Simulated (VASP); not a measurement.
Crystal: CoO.

```
CELL_PARAMETERS angstrom
0.00000 2.17448 2.17448
2.17448 0.00000 2.17448
2.17448 2.17448 0.00000
ATOMIC_POSITIONS crystal
Co 0.00000 0.00000 0.00000
O 0.25000 0.25000 0.25000
```

Base run:

```yaml
Program: VASP 6.6.1
Functional: r2SCAN
Potentials_or_basis: VASP PAW PBE potentials, release 64 (Co, O)
Cutoff: 520 eV
k_mesh: 16 × 16 × 16
Occupations: gaussian, width 0.1 eV
Spin: no spin polarisation
```

Its results: pressure -3.5 GPa.

Question: The run is repeated on the same cell with these changes: functional from r2SCAN to PBEsol. What comes out?

Answer: Pressure -7.0 GPa.

Caveats: the PAW data sets were made with another functional, which shifts forces and pressure a little; an odd number of electrons without spin polarisation forces a metal; a magnetic or distorted state may lie lower; the run has no spin polarisation, though such a crystal can be magnetic.
